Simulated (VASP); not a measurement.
# SnO2 (Pbcn) in VASP: notebook

The runs below take SnO2 through single point, with LDA.

Program: VASP 6.6.1. These are calculated values, not measurements. Logs are shortened: lines on timing, memory, paths and dates and some standing lists are left out, and cuts for length are marked.

### 1 The cell of the first run

Symmetry: Pbcn, No. 60, orthorhombic system. Conventional cell: a = 4.794 Å, b = 5.820 Å, c = 5.297 Å, α = 90.00°, β = 90.00°, γ = 90.00°. Sn (site symmetry 2) has 6 O at 2.07 to 2.13 Å within 2.7 Å. Within 2.7 Å of O (site symmetry 1) lie 3 Sn at 2.07 to 2.13 Å and 1 O at 2.66 Å.

### 2 Single point, LDA (12.31 Å³/atom)

INCAR reads:

```
PREC     = Accurate       # precision mode
ENCUT    = 520            # plane-wave cutoff, eV
EDIFF    = 1E-6           # SCF threshold, eV
ISMEAR   = 0              # smearing method
SIGMA    = 0.02           # smearing width, eV
LREAL    = F              # projectors in reciprocal space
LASPH    = T              # aspherical terms in the spheres
NELM     = 80             # most SCF steps
ALGO     = Normal         # electronic algorithm
ISIF     = 2              # what is computed and relaxed
LWAVE    = F              # write WAVECAR
LCHARG   = F              # write CHGCAR
GGA      = CA             # functional
NBANDS   = 64             # bands
```

KPOINTS reads:

```
Automatic mesh
0
Gamma
  6 6 6
```

POSCAR reads:

```
SnO2
1.0
    4.7936802005      0.0000000000      0.0000000000
    0.0000000000      5.8199718798      0.0000000000
    0.0000000000      0.0000000000      5.2966877314
Sn O
4 8
Direct
    0.5000000000      0.6635604526      0.7500000000
    0.0000000000      0.8364395474      0.2500000000
    0.5000000000      0.3364395474      0.2500000000
    0.0000000000      0.1635604526      0.7500000000
    0.7267180948      0.6100166942      0.0796078674
    0.2267180948      0.8899833058      0.9203921326
    0.7732819052      0.8899833058      0.5796078674
    0.2732819052      0.6100166942      0.4203921326
    0.7267180948      0.3899833058      0.5796078674
    0.2267180948      0.1100166942      0.4203921326
    0.7732819052      0.1100166942      0.0796078674
    0.2732819052      0.3899833058      0.9203921326
```

Potentials or basis: VASP PAW LDA potentials, release 64 (Sn_d, O).

Run with:

```
> cat potpaw_LDA.64/Sn_d/POTCAR potpaw_LDA.64/O/POTCAR > POTCAR
> mpirun -np 1 vasp_std > vasp.out
```

OUTCAR:

```text
PREC = Accurate
   ENCUT = 520
   EDIFF = 1E-6
   ISMEAR = 0
   LREAL = F
   LASPH = T
   NELM = 80
   ISIF = 2
   GGA = CA

 ion  position               nearest neighbor table
   1  0.500  0.664  0.750-   6 2.07   7 2.07   5 2.08   8 2.08   9 2.13  12 2.13   3 3.26   3 3.26
                             2 3.71   2 3.71   2 3.71   2 3.71
   2  0.000  0.836  0.250-   5 2.07   8 2.07   7 2.08   6 2.08  10 2.13  11 2.13   4 3.26   4 3.26
                             1 3.71   1 3.71   1 3.71   1 3.71
   3  0.500  0.336  0.250-  10 2.07  11 2.07   9 2.08  12 2.08   5 2.13   8 2.13   1 3.26   1 3.26
                             4 3.71   4 3.71   4 3.71   4 3.71
   4  0.000  0.164  0.750-   9 2.07  12 2.07  11 2.08  10 2.08   6 2.13   7 2.13   2 3.26   2 3.26
                             3 3.71   3 3.71   3 3.71   3 3.71
   5  0.727  0.610  0.080-   2 2.07   1 2.08   3 2.13
   6  0.227  0.890  0.920-   1 2.07   2 2.08   4 2.13
   7  0.773  0.890  0.580-   1 2.07   2 2.08   4 2.13
   8  0.273  0.610  0.420-   2 2.07   1 2.08   3 2.13
   9  0.727  0.390  0.580-   4 2.07   3 2.08   1 2.13
  10  0.227  0.110  0.420-   3 2.07   4 2.08   2 2.13
  11  0.773  0.110  0.080-   3 2.07   4 2.08   2 2.13
  12  0.273  0.390  0.920-   4 2.07   3 2.08   1 2.13

  LATTYP: Found a simple orthorhombic cell.
 ALAT       =     4.7936802005
 B/A-ratio  =     1.1049313909
 C/A-ratio  =     1.2140926462

  Lattice vectors:

 A1 = (  -4.7936802005,   0.0000000000,   0.0000000000)
 A2 = (   0.0000000000,   0.0000000000,   5.2966877314)
 A3 = (   0.0000000000,   5.8199718798,   0.0000000000)

Analysis of symmetry for initial positions (statically):
=====================================================================
 Subroutine PRICEL returns:
 Original cell was already a primitive cell.

 Routine SETGRP: Setting up the symmetry group for a
 simple orthorhombic supercell.

 Subroutine GETGRP returns: Found  8 space group operations
 (whereof  2 operations were pure point group operations)
 out of a pool of  8 trial point group operations.

The static configuration has the point symmetry S_2 .
 The point group associated with its full space group is D_2h.

Analysis of symmetry for dynamics (positions and initial velocities):
=====================================================================
 Subroutine PRICEL returns:
 Original cell was already a primitive cell.

 Routine SETGRP: Setting up the symmetry group for a
 simple orthorhombic supercell.

 Subroutine GETGRP returns: Found  8 space group operations
 (whereof  2 operations were pure point group operations)
 out of a pool of  8 trial point group operations.

The dynamic configuration has the point symmetry S_2 .
 The point group associated with its full space group is D_2h.

 Subroutine INISYM returns: Found  8 space group operations
 (whereof  2 operations are pure point group operations),
 and found     1 'primitive' translations

----------------------------------------------------------------------------------------

                                     Primitive cell

  volume of cell :     147.7727

  direct lattice vectors                    reciprocal lattice vectors
     4.793680200  0.000000000  0.000000000     0.208607992  0.000000000  0.000000000
     0.000000000  5.819971880  0.000000000     0.000000000  0.171822136  0.000000000
     0.000000000  0.000000000  5.296687731     0.000000000  0.000000000  0.188797235

  length of vectors
     4.793680200  5.819971880  5.296687731     0.208607992  0.171822136  0.188797235

  position of ions in fractional coordinates (direct lattice)
     0.500000000  0.663560453  0.750000000
     0.000000000  0.836439547  0.250000000
     0.500000000  0.336439547  0.250000000
     0.000000000  0.163560453  0.750000000
     0.726718095  0.610016694  0.079607867
     0.226718095  0.889983306  0.920392133
     0.773281905  0.889983306  0.579607867
     0.273281905  0.610016694  0.420392133
     0.726718095  0.389983306  0.579607867
     0.226718095  0.110016694  0.420392133
     0.773281905  0.110016694  0.079607867
     0.273281905  0.389983306  0.920392133

  ion indices of the primitive-cell ions
   primitive index   ion index
                 1           1
                 2           2
                 3           3
                 4           4
                 5           5
                 6           6
                 7           7
                 8           8
                 9           9
                10          10
                11          11
                12          12

----------------------------------------------------------------------------------------

 KPOINTS: Automatic mesh

Automatic generation of k-mesh.
 Grid dimensions read from file:
 generate k-points for:    6    6    6

 Generating k-lattice:

  Cartesian coordinates                     Fractional coordinates (reciprocal lattice)
     0.034767999  0.000000000  0.000000000     0.166666667  0.000000000  0.000000000
     0.000000000  0.028637023  0.000000000     0.000000000  0.166666667  0.000000000
     0.000000000  0.000000000  0.031466206     0.000000000  0.000000000  0.166666667

  Length of vectors
     0.034767999  0.028637023  0.031466206

  Shift w.r.t. Gamma in fractional coordinates (k-lattice)
     0.000000000  0.000000000  0.000000000

 Subroutine IBZKPT returns following result:
 ===========================================

 Found     64 irreducible k-points:

 Following reciprocal coordinates:
            Coordinates               Weight
  0.000000  0.000000  0.000000      1.000000
  0.166667  0.000000  0.000000      2.000000
  0.333333  0.000000  0.000000      2.000000
  0.500000  0.000000  0.000000      1.000000
  0.000000  0.166667  0.000000      2.000000
  0.166667  0.166667  0.000000      4.000000
[... 16 lines left out ...]
  0.333333  0.166667  0.166667      8.000000
  0.500000  0.166667  0.166667      4.000000
 [... further k-points ...]
   k-points           NKPTS =     64   k-points in BZ     NKDIM =     64   number of bands    NBANDS=     64
   number of dos      NEDOS =    301   number of ions     NIONS =     12
   total plane-waves  NPLWV =  69120
   dimension x,y,z NGX =    36 NGY =   48 NGZ =   40
   dimension x,y,z NGXF=    72 NGYF=   96 NGZF=   80
   ions per type =               4   8
   NGX,Y,Z   is equivalent  to a cutoff of  12.48, 13.71, 12.55 a.u.
   NGXF,Y,Z  is equivalent  to a cutoff of  24.97, 27.42, 25.11 a.u.
 SYSTEM =  unknown system
   PREC   = accura    normal or accurate (medium, high low for compatibility)
   ISTART =      0    job   : 0-new  1-cont  2-samecut
   ICHARG =      2    charge: 1-file 2-atom 10-const
   ISPIN  =      1    spin polarized calculation?
   LNONCOLLINEAR =      F non collinear calculations
   LSORBIT =      F    spin-orbit coupling
   LASPH  =      T    aspherical Exc in radial PAW
   ENCUT  =  520.0 eV  38.22 Ry    6.18 a.u.   8.91 10.82  9.85*2*pi/ulx,y,z
   NELM   =     80;   NELMIN=  2; NELMDL= -5     # of ELM steps
   EDIFF  = 0.1E-05   stopping-criterion for ELM
   LREAL  =      F    real-space projection
   EDIFFG = 0.1E-04   stopping-criterion for IOM
   NSW    =      0    number of steps for IOM
   IBRION =     -1    ionic relax: 0-MD 1-quasi-New 2-CG
   NFREE  =      0    steps in history (QN), initial steepest desc. (CG)
   ISIF   =      2    stress and relaxation
   ISYM   =      2    0-nonsym 1-usesym 2-fastsym
   POTIM  = 0.5000    time-step for ionic-motion
   TEBEG  =    0.0;   TEEND  =   0.0 temperature during run
   PSTRESS=    0.0 pullay stress
   NELECT =     104.0000    total number of electrons
   NUPDOWN=      -1.0000    fix difference up-down
   EMIN   =  10.00;   EMAX   =-10.00  energy-range for DOS
   EFERMI =   0.00;   METHOD = LEGACY
   ISMEAR =     0;   SIGMA  =   0.02  broadening in eV -4-tet -1-fermi 0-gaus
   EFERMI_NEDOS =   21; number of points for ismear=-14 and -15
   IALGO  =     38    algorithm
   IMIX   =      4    mixing-type and parameters
     AMIX     =   0.40;   BMIX     =  1.00
     AMIX_MAG =   1.60;   BMIX_MAG =  1.00
  volume/ion in A,a.u.               =      12.31        83.10
  Fermi-wavevector in a.u.,A,eV,Ry     =   1.456200  2.751820 28.851424  2.120520
  Thomas-Fermi vector in A             =   2.573146
   LORBIT       =      0    0 simple, 1 ext, 2 COOP (PROOUT), +10 PAW based schemes
   GGA     = CA    functional components
   LHFCALC =     F    Hartree Fock is set to
   AEXX    =    0.0000 exact exchange contribution
   IVDW    =     0    specifies the selected vdW correction
   LEPSILON=     F    determine dielectric tensor
   LRPA    =     F    only Hartree local field effects (RPA)
 non-spin polarized calculation
 Gauss-broadening in eV      SIGMA  =   0.02
  energy-cutoff  :      520.00
  volume of cell :      147.77
 maximum number of plane-waves:      4004
 NGX is ok and might be reduce to    36
   NGX = 17   NGY = 21   NGZ = 19

 number of electron     104.0000064 magnetization

 Free energy of the ion-electron system (eV)
  ---------------------------------------------------
  ext. energy  EPLUGINS =         0.00000000
  ---------------------------------------------------
  free energy    TOTEN  =       -84.19347208 eV

  energy without entropy =      -84.19347208  energy(sigma->0) =      -84.19347208

 E-fermi :   5.2999     XC(G=0): -11.6577

 val. band max:        5.1896099548   @ k =   0.3333   0.0000   0.0000
 cond. band min:       6.0819329903   @ k =   0.0000   0.0000   0.0000
 fundamental gap:      0.8923230355
 Fermi energy:         5.2999198801

 k-point     1 :       0.0000    0.0000    0.0000
  band No.  band energies     occupation
      1     -15.3573      2.00000
      2     -15.2123      2.00000
      3     -15.1371      2.00000
      4     -14.8994      2.00000
      5     -14.8142      2.00000
      6     -14.6595      2.00000
[... 56 lines left out ...]
     63      15.5622      0.00000
     64      15.8053      0.00000

 k-point     2 :       0.1667    0.0000    0.0000
  band No.  band energies     occupation
      1     -15.3498      2.00000
      2     -15.1578      2.00000
      3     -15.1252      2.00000
      4     -14.9172      2.00000
      5     -14.8967      2.00000
      6     -14.6645      2.00000
[... 1530 lines left out ...]
     63      15.4592      0.00000
     64      15.4658      0.00000

 [... further k-points ...]
[... 5 lines left out ...]
  --------------------------------------------------------------------------------------
  -------------------------------------------------------------------------------------
  Total       -8.6106141     -8.5865816     -8.4102642      0.0000000      0.0000000     -0.0000000
  in kB      -93.3577540    -93.0971891    -91.1855262      0.0000000      0.0000000     -0.0000000
  external PRESSURE =     -92.5468231 kB  Pullay stress =       0.0000000 kB

 VOLUME and BASIS-vectors are now :
 -----------------------------------------------------------------------------
  energy-cutoff  :      520.00
  volume of cell :      147.77
      direct lattice vectors                 reciprocal lattice vectors
     4.793680200  0.000000000  0.000000000     0.208607992  0.000000000  0.000000000
     0.000000000  5.819971880  0.000000000     0.000000000  0.171822136  0.000000000
     0.000000000  0.000000000  5.296687731     0.000000000  0.000000000  0.188797235

 POSITION                                       TOTAL-FORCE (eV/Angst)
 -----------------------------------------------------------------------------------
      2.39684      3.86190      3.97252         0.000000      0.018304      0.000000
      0.00000      4.86805      1.32417         0.000000     -0.018304      0.000000
      2.39684      1.95807      1.32417         0.000000     -0.018304     -0.000000
      0.00000      0.95192      3.97252         0.000000      0.018304     -0.000000
      3.48365      3.55028      0.42166         0.013950     -0.008936      0.008336
      1.08681      5.17968      4.87503         0.013950      0.008936     -0.008336
      3.70687      5.17968      3.07000        -0.013950      0.008936      0.008336
      1.31003      3.55028      2.22669        -0.013950     -0.008936     -0.008336
      3.48365      2.26969      3.07000         0.013950      0.008936      0.008336
      1.08681      0.64029      2.22669         0.013950     -0.008936     -0.008336
      3.70687      0.64029      0.42166        -0.013950     -0.008936      0.008336
      1.31003      2.26969      4.87503        -0.013950      0.008936     -0.008336
 -----------------------------------------------------------------------------------
    total drift:                               -0.000000     -0.000000      0.000000

  FREE ENERGIE OF THE ION-ELECTRON SYSTEM (eV)
  ---------------------------------------------------
  free  energy   TOTEN  =       -84.1934720814 eV

  energy  without entropy=      -84.1934720814  energy(sigma->0) =      -84.19347208
```

It took 8.3 min on 1 thread of Intel Xeon Platinum 8259CL at 2.50GHz (Skylake/Cascade Lake), shared host; peak memory 0.48 GiB.

Results:

```yaml
Free_energy: -84.1935 eV
Pressure: -9.3 GPa
Largest_force: 0.019 eV/Å
Band_gap_on_the_k_mesh: 0.89 eV (least direct gap 0.94 eV)
```

Forces on the atoms (eV/Å):
```
Sn   0.000  0.018  0.000
Sn   0.000 -0.018  0.000
Sn   0.000 -0.018  0.000
Sn   0.000  0.018  0.000
O    0.014 -0.009  0.008
O    0.014  0.009 -0.008
O   -0.014  0.009  0.008
O   -0.014 -0.009 -0.008
O    0.014  0.009  0.008
O    0.014 -0.009 -0.008
O   -0.014 -0.009  0.008
O   -0.014  0.009 -0.008
```

Caveat: the cell stands under tension; spin-orbit coupling is left out, which moves the levels of the heavy elements.

(Continued in part 2 of 3.)
